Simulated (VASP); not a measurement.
# InSb (I4/mmm) in VASP: further runs

The runs below take InSb through single point, with PBEsol.

Program: VASP 6.6.1. These are calculated values, not measurements. Logs are shortened: lines on timing, memory, paths and dates and some standing lists are left out, and cuts for length are marked.

**1. The cell of the first run**

It takes space group I4/mmm (No. 139, tetragonal). The conventional cell has a = 4.412 Å, b = 4.412 Å, c = 5.201 Å, α = 90.00°, β = 90.00°, γ = 90.00°. In (site symmetry 4/mmm) has 6 Sb at 2.60 to 3.12 Å within 3.4 Å. Sb (site symmetry 4/mmm) has 6 In at 2.60 to 3.12 Å within 3.4 Å.

**2. Single point, PBEsol (25.30 Å³/atom)**

INCAR reads:

```
SYSTEM = InSb
PREC = Accurate
ENCUT = 520
EDIFF = 1E-6
ISMEAR = 0
SIGMA = 0.15
LREAL = .False.
LASPH = .True.
NELM = 60
ALGO = Normal
ISIF = 2
LWAVE = .False.
LCHARG = .False.
GGA = PS
NBANDS = 16
```

KPOINTS reads:

```
regular mesh
0
Gamma
  14 14 14
  0 0 0
```

POSCAR reads:

```
InSb
1.0
    0.0000000000      3.1194848340      2.6004025576
    3.1194848340      0.0000000000      2.6004025576
    3.1194848340      3.1194848340      0.0000000000
In Sb
1 1
Direct
    0.0000000000      0.0000000000      0.0000000000
    0.5000000000      0.5000000000      0.5000000000
```

Potentials or basis: VASP PAW PBE potentials, release 64 (In_d, Sb).

Run with:

```console
$ cat potpaw_PBE.64/In_d/POTCAR potpaw_PBE.64/Sb/POTCAR > POTCAR
$ mpirun -np 1 vasp_std > vasp.out
```

OUTCAR:

```text
SYSTEM = InSb
   PREC = Accurate
   ENCUT = 520
   EDIFF = 1E-6
   ISMEAR = 0
   LREAL = .False.
   LASPH = .True.
   NELM = 60
   ISIF = 2
   GGA = PS

 ion  position               nearest neighbor table
   1  0.000  0.000  0.000-   2 2.60   2 2.60   2 3.12   2 3.12   2 3.12   2 3.12
   2  0.500  0.500  0.500-   1 2.60   1 2.60   1 3.12   1 3.12   1 3.12   1 3.12

  LATTYP: Found a body centered tetragonal cell.
 ALAT       =     4.4116177599
 C/A-ratio  =     1.1788884256

  Lattice vectors:

 A1 = (   0.0000000000,  -3.1194848340,  -2.6004025576)
 A2 = (   0.0000000000,   3.1194848340,  -2.6004025576)
 A3 = (   3.1194848340,   0.0000000000,   2.6004025576)

Analysis of symmetry for initial positions (statically):
=====================================================================
 Subroutine PRICEL returns:
 Original cell was already a primitive cell.

 Routine SETGRP: Setting up the symmetry group for a
 body centered tetragonal supercell.

 Subroutine GETGRP returns: Found 16 space group operations
 (whereof 16 operations were pure point group operations)
 out of a pool of 16 trial point group operations.

The static configuration has the point symmetry D_4h.

Analysis of symmetry for dynamics (positions and initial velocities):
=====================================================================
 Subroutine PRICEL returns:
 Original cell was already a primitive cell.

 Routine SETGRP: Setting up the symmetry group for a
 body centered tetragonal supercell.

 Subroutine GETGRP returns: Found 16 space group operations
 (whereof 16 operations were pure point group operations)
 out of a pool of 16 trial point group operations.

The dynamic configuration has the point symmetry D_4h.

 Subroutine INISYM returns: Found 16 space group operations
 (whereof 16 operations are pure point group operations),
 and found     1 'primitive' translations

----------------------------------------------------------------------------------------

                                     Primitive cell

  volume of cell :      50.6100

  direct lattice vectors                    reciprocal lattice vectors
     0.000000000  3.119484834  2.600402558    -0.160282876  0.160282876  0.192277922
     3.119484834  0.000000000  2.600402558     0.160282876 -0.160282876  0.192277922
     3.119484834  3.119484834  0.000000000     0.160282876  0.160282876 -0.192277922

  length of vectors
     4.061191831  4.061191831  4.411617760     0.297240643  0.297240643  0.297240643

  position of ions in fractional coordinates (direct lattice)
     0.000000000  0.000000000  0.000000000
     0.500000000  0.500000000  0.500000000

  ion indices of the primitive-cell ions
   primitive index   ion index
                 1           1
                 2           2

----------------------------------------------------------------------------------------

 KPOINTS: regular mesh

Automatic generation of k-mesh.
 Grid dimensions read from file:
 generate k-points for:   14   14   14

 Generating k-lattice:

  Cartesian coordinates                     Fractional coordinates (reciprocal lattice)
    -0.011448777  0.011448777  0.013734137     0.071428571  0.000000000  0.000000000
     0.011448777 -0.011448777  0.013734137     0.000000000  0.071428571  0.000000000
     0.011448777  0.011448777 -0.013734137     0.000000000  0.000000000  0.071428571

  Length of vectors
     0.021231474  0.021231474  0.021231474

  Shift w.r.t. Gamma in fractional coordinates (k-lattice)
     0.000000000  0.000000000  0.000000000

 Subroutine IBZKPT returns following result:
 ===========================================

 Found    244 irreducible k-points:

 Following reciprocal coordinates:
            Coordinates               Weight
  0.000000  0.000000  0.000000      1.000000
  0.071429  0.000000  0.000000      8.000000
  0.142857 -0.000000  0.000000      8.000000
  0.214286  0.000000  0.000000      8.000000
  0.285714  0.000000  0.000000      8.000000
  0.357143  0.000000  0.000000      8.000000
[... 16 lines left out ...]
  0.214286  0.142857  0.000000      8.000000
  0.285714  0.142857  0.000000      8.000000
 [... further k-points ...]
   k-points           NKPTS =    244   k-points in BZ     NKDIM =    244   number of bands    NBANDS=     16
   number of dos      NEDOS =    301   number of ions     NIONS =      2
   total plane-waves  NPLWV =  32400
   dimension x,y,z NGX =    30 NGY =   30 NGZ =   36
   dimension x,y,z NGXF=    60 NGYF=   60 NGZF=   72
   ions per type =               1   1
   NGX,Y,Z   is equivalent  to a cutoff of  12.28, 12.28, 13.57 a.u.
   NGXF,Y,Z  is equivalent  to a cutoff of  24.56, 24.56, 27.13 a.u.
 SYSTEM =  InSb
   PREC   = accura    normal or accurate (medium, high low for compatibility)
   ISTART =      0    job   : 0-new  1-cont  2-samecut
   ICHARG =      2    charge: 1-file 2-atom 10-const
   ISPIN  =      1    spin polarized calculation?
   LNONCOLLINEAR =      F non collinear calculations
   LSORBIT =      F    spin-orbit coupling
   LASPH  =      T    aspherical Exc in radial PAW
   ENCUT  =  520.0 eV  38.22 Ry    6.18 a.u.   7.55  7.55  8.20*2*pi/ulx,y,z
   NELM   =     60;   NELMIN=  2; NELMDL= -5     # of ELM steps
   EDIFF  = 0.1E-05   stopping-criterion for ELM
   LREAL  =      F    real-space projection
   EDIFFG = 0.1E-04   stopping-criterion for IOM
   NSW    =      0    number of steps for IOM
   IBRION =     -1    ionic relax: 0-MD 1-quasi-New 2-CG
   NFREE  =      0    steps in history (QN), initial steepest desc. (CG)
   ISIF   =      2    stress and relaxation
   ISYM   =      2    0-nonsym 1-usesym 2-fastsym
   POTIM  = 0.5000    time-step for ionic-motion
   TEBEG  =    0.0;   TEEND  =   0.0 temperature during run
   PSTRESS=    0.0 pullay stress
   NELECT =      18.0000    total number of electrons
   NUPDOWN=      -1.0000    fix difference up-down
   EMIN   =  10.00;   EMAX   =-10.00  energy-range for DOS
   EFERMI =   0.00;   METHOD = LEGACY
   ISMEAR =     0;   SIGMA  =   0.15  broadening in eV -4-tet -1-fermi 0-gaus
   EFERMI_NEDOS =   21; number of points for ismear=-14 and -15
   IALGO  =     38    algorithm
   IMIX   =      4    mixing-type and parameters
     AMIX     =   0.40;   BMIX     =  1.00
     AMIX_MAG =   1.60;   BMIX_MAG =  1.00
  volume/ion in A,a.u.               =      25.30       170.77
  Fermi-wavevector in a.u.,A,eV,Ry     =   1.159899  2.191892 18.304815  1.345366
  Thomas-Fermi vector in A             =   2.296487
   LORBIT       =      0    0 simple, 1 ext, 2 COOP (PROOUT), +10 PAW based schemes
   GGA     = PS    functional components
   LHFCALC =     F    Hartree Fock is set to
   AEXX    =    0.0000 exact exchange contribution
   IVDW    =     0    specifies the selected vdW correction
   LEPSILON=     F    determine dielectric tensor
   LRPA    =     F    only Hartree local field effects (RPA)
 non-spin polarized calculation
 Gauss-broadening in eV      SIGMA  =   0.15
  energy-cutoff  :      520.00
  volume of cell :       50.61
 maximum number of plane-waves:      1389
   NGX = 15   NGY = 15   NGZ = 17

 number of electron      18.0000006 magnetization

 Free energy of the ion-electron system (eV)
  ---------------------------------------------------
  ext. energy  EPLUGINS =         0.00000000
  ---------------------------------------------------
  free energy    TOTEN  =        -6.85043328 eV

  energy without entropy =       -6.83801229  energy(sigma->0) =       -6.84422279

 E-fermi :   8.1376     XC(G=0): -10.4420

 val. band max:        8.1284160007   @ k =   0.2143   0.0000   0.1429
 cond. band min:       8.1422709738   @ k =   0.5000   0.0000   0.0714
 fundamental gap:      0.0138549730
 Fermi energy:         8.1375540426

 k-point     1 :       0.0000    0.0000    0.0000
  band No.  band energies     occupation
      1      -6.8168      2.00000
      2      -6.5953      2.00000
      3      -6.5953      2.00000
      4      -6.5176      2.00000
      5      -6.4552      2.00000
      6      -3.7913      2.00000
[... 8 lines left out ...]
     15      15.2898      0.00000
     16      15.5131      0.00000

 k-point     2 :       0.0714    0.0000    0.0000
  band No.  band energies     occupation
      1      -6.8171      2.00000
      2      -6.5946      2.00000
      3      -6.5940      2.00000
      4      -6.5175      2.00000
      5      -6.4554      2.00000
      6      -3.7336      2.00000
[... 8 lines left out ...]
     15      14.9968      0.00000
     16      16.2081      0.00000

 k-point     3 :       0.1429   -0.0000    0.0000
  band No.  band energies     occupation
      1      -6.8188      2.00000
      2      -6.5927      2.00000
      3      -6.5916      2.00000
      4      -6.5160      2.00000
      5      -6.4558      2.00000
      6      -3.5600      2.00000
[... 8 lines left out ...]
     15      15.1468      0.00000
     16      17.1289      0.00000

 k-point     4 :       0.2143    0.0000    0.0000
  band No.  band energies     occupation
      1      -6.8226      2.00000
      2      -6.5912      2.00000
      3      -6.5906      2.00000
      4      -6.5107      2.00000
      5      -6.4561      2.00000
      6      -3.2712      2.00000
[... 8 lines left out ...]
     15      15.7984      0.00000
     16      16.4699      0.00000
[... 324 lines left out ...]
 k-point    22 :       0.1429    0.1429    0.0000
  band No.  band energies     occupation
      1      -6.8075      2.00000
      2      -6.5888      2.00000
      3      -6.5888      2.00000
      4      -6.5071      2.00000
      5      -6.4644      2.00000
      6      -3.4374      2.00000
[... 8 lines left out ...]
     15      16.1337      0.00000
     16      16.4679      0.00000

 k-point    23 :       0.2143    0.1429    0.0000
  band No.  band energies     occupation
      1      -6.8156      2.00000
      2      -6.5850      2.00000
      3      -6.5844      2.00000
      4      -6.5012      2.00000
      5      -6.4682      2.00000
      6      -3.1824      2.00000
[... 8 lines left out ...]
     15      16.5830      0.00000
     16      17.0813      0.00000

 k-point    24 :       0.2857    0.1429    0.0000
  band No.  band energies     occupation
      1      -6.8314      2.00000
      2      -6.5832      2.00000
      3      -6.5800      2.00000
      4      -6.4931      2.00000
      5      -6.4701      2.00000
      6      -2.8025      2.00000
[... 8 lines left out ...]
     15      17.5137      0.00000
     16      17.7616      0.00000

 [... further k-points ...]

------------------------ aborting loop because EDIFF is reached ----------------------------------------

  FORCE on cell =-STRESS in cart. coord.  units (eV):
  Direction    XX          YY          ZZ          XY          YZ          ZX
  --------------------------------------------------------------------------------------
  -------------------------------------------------------------------------------------
  Total       -0.0872837     -0.0872837     11.1359574      0.0000000     -0.0000000     -0.0000000
  in kB       -2.7631699     -2.7631699    352.5346476      0.0000000     -0.0000000     -0.0000000
  external PRESSURE =     115.6694359 kB  Pullay stress =       0.0000000 kB

 VOLUME and BASIS-vectors are now :
 -----------------------------------------------------------------------------
  energy-cutoff  :      520.00
  volume of cell :       50.61
      direct lattice vectors                 reciprocal lattice vectors
     0.000000000  3.119484834  2.600402558    -0.160282876  0.160282876  0.192277922
     3.119484834  0.000000000  2.600402558     0.160282876 -0.160282876  0.192277922
     3.119484834  3.119484834  0.000000000     0.160282876  0.160282876 -0.192277922

 POSITION                                       TOTAL-FORCE (eV/Angst)
 -----------------------------------------------------------------------------------
      0.00000      0.00000      0.00000         0.000000     -0.000000     -0.000000
      3.11948      3.11948      2.60040        -0.000000      0.000000      0.000000
 -----------------------------------------------------------------------------------
    total drift:                               -0.000000      0.000000      0.000000

  FREE ENERGIE OF THE ION-ELECTRON SYSTEM (eV)
  ---------------------------------------------------
  free  energy   TOTEN  =        -6.8504332820 eV

  energy  without entropy=       -6.8380122950  energy(sigma->0) =       -6.84422279
```

It took 90 s on 1 thread of Intel Xeon 6975P-C (Granite Rapids), shared host; peak memory 0.33 GiB.

What came out:

* Free energy: -6.8504 eV
* Pressure: 11.6 GPa
* Band gap on the k mesh: zero (bands 9 and 10 overlap by 3.86 eV)

Stress tensor (GPa, compression positive):
```
-0.28  0.00  0.00
 0.00 -0.28  0.00
 0.00  0.00 35.25
```

Levels at points of the mesh, in eV from the Fermi level:
```
           k point  band 7  band 8  band 9  band 10  band 11  band 12
(0.00, 0.00, 0.00)   -1.48    0.61    0.61     0.83     4.67     4.67
(0.50, 0.00, 0.00)   -7.28   -0.13    0.42     1.43     1.71     4.51
(0.50, 0.50, 0.00)   -5.19   -4.09   -3.19    -3.19     2.42     8.83
(0.50, 0.00, 0.50)   -5.31   -3.27   -2.30    -1.10     3.46     6.34
```

Caveat: the cell stands under pressure; the PAW data sets were made with another functional, which shifts forces and pressure a little; spin-orbit coupling is left out, which moves the levels of the heavy elements.

**3. Single point, PBEsol (25.31 Å³/atom)**

INCAR reads:

```
ALGO     = Normal         # electronic algorithm
EDIFF    = 1E-6           # SCF threshold, eV
ENCUT    = 520            # plane-wave cutoff, eV
GGA      = PS             # functional
ISIF     = 2              # what is computed and relaxed
ISMEAR   = 0              # smearing method
LASPH    = T              # aspherical terms in the spheres
LCHARG   = T              # write CHGCAR
LELF     = T              # ELF
LREAL    = F              # projectors in reciprocal space
LVHAR    = T            
LWAVE    = F              # write WAVECAR
NBANDS   = 16             # bands
NELM     = 80             # most SCF steps
PREC     = Accurate       # precision mode
SIGMA    = 0.15           # smearing width, eV
```

KPOINTS reads:

```
k-points
0
Gamma
  14 14 14
```

POSCAR reads:

```
InSb
1.0
    0.0000000000      2.9958738539      2.8194168839
    2.9958738539      0.0000000000      2.8194168839
    2.9958738539      2.9958738539      0.0000000000
In Sb
1 1
Direct
    0.0000000000      0.0000000000      0.0000000000
    0.5000000000      0.5000000000      0.5000000000
```

Potentials or basis: VASP PAW PBE potentials, release 64 (In_d, Sb).

Run with:

```console
$ cat potpaw_PBE.64/In_d/POTCAR potpaw_PBE.64/Sb/POTCAR > POTCAR
$ mpirun -np 1 vasp_std > vasp.out
```

Wall time 56 s (1 thread of Intel Xeon 6975P-C (Granite Rapids), shared host); peak memory 0.33 GiB.

It converged, with:

* Free energy: -7.4068 eV
* Pressure: 6.3 GPa
* Band gap on the k mesh: zero (bands 9 and 10 overlap by 3.42 eV)

Stress tensor (GPa, compression positive):
```
 3.15  0.00  0.00
 0.00  3.15  0.00
 0.00  0.00 12.71
```

Levels at points of the mesh, in eV from the Fermi level:
```csv
k point,band 6,band 7,band 8,band 9,band 10,band 11,band 12,band 13
"(0.00, 0.00, 0.00)",-11.92,-0.57,0.13,0.13,0.53,5.83,5.83,6.13
"(0.50, 0.00, 0.00)",-9.71,-7.16,0.20,0.53,2.01,2.17,2.99,3.88
"(0.50, 0.50, 0.00)",-8.29,-5.24,-3.73,-2.76,-2.76,2.75,9.00,9.00
"(0.50, 0.00, 0.50)",-8.92,-5.25,-3.03,-2.81,-2.09,3.05,8.19,10.35
```

Caveat: the cell stands under pressure; the PAW data sets were made with another functional, which shifts forces and pressure a little; spin-orbit coupling is left out, which moves the levels of the heavy elements.

**4. Single point, PBEsol (25.30 Å³/atom)**

INCAR reads:

```
PREC = Accurate
ENCUT = 520
EDIFF = 1E-7
ISMEAR = 0
SIGMA = 0.15
LREAL = F
LASPH = T
NELM = 100
ALGO = Normal
ISIF = 2
LWAVE = F
LCHARG = F
GGA = PS
NBANDS = 16
```

KPOINTS reads:

```
Automatic mesh
0
Gamma
  14 14 14
```

POSCAR reads:

```
InSb
1.0
    0.0000000000      2.7630577463      3.3145640725
    2.7630577463      0.0000000000      3.3145640725
    2.7630577463      2.7630577463      0.0000000000
In Sb
1 1
Direct
    0.0000000000      0.0000000000      0.0000000000
    0.5000000000      0.5000000000      0.5000000000
```

Run with:

```console
$ cat potpaw_PBE.64/In_d/POTCAR potpaw_PBE.64/Sb/POTCAR > POTCAR
$ mpirun -np 1 vasp_std > vasp.out
```

Run time: 69 s. Hardware: 1 thread of Intel Xeon 6975P-C (Granite Rapids), shared host; peak memory 0.34 GiB.

The run converged. Its results:

| Property | Result |
| --- | --- |
| Free energy | -7.0494 eV |
| Pressure | 10.5 GPa |
| Band gap on the k mesh | zero (bands 9 and 10 overlap by 3.22 eV) |

Stress tensor (GPa, compression positive):
```
17.41  0.00  0.00
 0.00 17.41  0.00
 0.00  0.00 -3.39
```

Levels at points of the mesh, in eV from the Fermi level:
```csv
k point,band 6,band 7,band 8,band 9,band 10,band 11,band 12,band 13
"(0.00, 0.00, 0.00)",-11.99,-0.69,-0.69,0.72,0.80,3.76,5.65,6.47
"(0.50, 0.00, 0.00)",-9.84,-7.31,-0.39,1.04,1.06,3.15,3.33,4.45
"(0.50, 0.50, 0.00)",-10.07,-5.22,-2.03,-2.03,-1.60,3.56,9.82,9.84
"(0.50, 0.00, 0.50)",-8.08,-5.34,-3.86,-3.79,-1.74,2.85,6.23,9.63
```

Caveat: the cell stands under pressure; the PAW data sets were made with another functional, which shifts forces and pressure a little; spin-orbit coupling is left out, which moves the levels of the heavy elements.

**5. Overview**

| cell | gap on the mesh (eV) | pressure (GPa) |
| --- | --- | --- |
| a = 4.061, b = 4.061, c = 4.412 Å, angles 57.1, 57.1, 65.8°, 2 atoms | none | 11.6 |
| a = 4.114, b = 4.114, c = 4.237 Å, angles 59.0, 59.0, 62.0°, 2 atoms | none | 6.3 |
| a = 4.315, b = 4.315, c = 3.908 Å, angles 63.1, 63.1, 53.8°, 2 atoms | none | 10.5 |

Alike in all rows: task single point; level PBEsol; potentials or basis VASP PAW PBE potentials, release 64 (In_d, Sb); no spin polarisation; k mesh 14 × 14 × 14; cutoff (eV) 520; smearing gaussian 0.15 eV.

Caveats: the cell stands under pressure; the PAW data sets were made with another functional, which shifts forces and pressure a little; spin-orbit coupling is left out, which moves the levels of the heavy elements.

Total energies depend on the potentials used, so only differences within one code and one set of settings carry meaning.
